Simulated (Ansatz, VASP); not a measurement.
## One calculation of Cd, two programs

Contents of INCAR:

```
PREC     = Accurate       # precision mode
ENCUT    = 500            # plane-wave cutoff, eV
EDIFF    = 1E-6           # SCF threshold, eV
ISMEAR   = 1              # smearing method
SIGMA    = 0.11           # smearing width, eV
LREAL    = F              # projectors in reciprocal space
LASPH    = T              # aspherical terms in the spheres
NELM     = 120            # most SCF steps
ALGO     = Normal         # electronic algorithm
ISIF     = 2              # what is computed and relaxed
LWAVE    = F              # write WAVECAR
LCHARG   = F              # write CHGCAR
GGA      = PE             # functional
NBANDS   = 19             # bands
GGA_COMPAT= F
```

Contents of KPOINTS:

```
regular mesh
0
Gamma
  6 6 4
```

File POSCAR:

```
Cd
1.0
    2.9788725081      0.0000000000      0.0000000000
   -1.4894362540      2.5797792666      0.0000000000
    0.0000000000      0.0000000000      5.6176500000
Cd
2
Direct
    0.3333333333      0.6666666667      0.2500000000
    0.6666666667      0.3333333333      0.7500000000
```

Input for Ansatz:

```yaml
crystal:
  lattice:
    - [2.9788725081, 0.0, 0.0]
    - [-1.489436254, 2.5797792666, 0.0]
    - [0.0, 0.0, 5.61765]
  atoms:
    - { symbol: Cd, position: [0.3333333333, 0.6666666667, 0.25] }
    - { symbol: Cd, position: [0.6666666667, 0.3333333333, 0.75] }
basis:
  ecutwfc: 420
kpoints:
  mp_grid: { grid: [6, 6, 4] }
hamiltonian:
  xc: pbe
scf:
  occupations: { method: cold, width: 0.11 }
  eigensolver: { real_solve: false }
  max_iter: 82
output:
  forces: false
  stress: true
  eigenvalues: true
```

Alike in both runs: task single point; functional PBE; k mesh 6 × 6 × 4; no spin polarisation.

|  | VASP | Ansatz |
| --- | --- | --- |
| version | VASP 6.6.1 | Ansatz 0.2.0 |
| potentials or method | VASP PAW PBE potentials, release 64 (Cd), cutoff 500 eV | scalar-relativistic, plane waves, PAW |
| occupations | methfessel-paxton of order 1, width 0.11 eV | cold, width 0.11 eV |
| valence electrons in the cell | 24 | 40 |

|  | VASP | Ansatz | Ansatz less VASP |
| --- | --- | --- | --- |
| gap on the k mesh at the Fermi level (eV) | none | none | - |
| pressure (GPa) | 4.3 | 3.9 | -0.36 |
| traceless stress, the component that is largest in VASP (GPa) | -0.68 | -0.35 | +0.322 |

A gap of «none» marks a metal or a gap that the smearing closes. VASP's potentials hold 24 valence electrons a cell and Ansatz's 40, so a difference there can come from the potentials and not from the codes.

The k mesh is coarse, so the values compare programs but aren't converged.
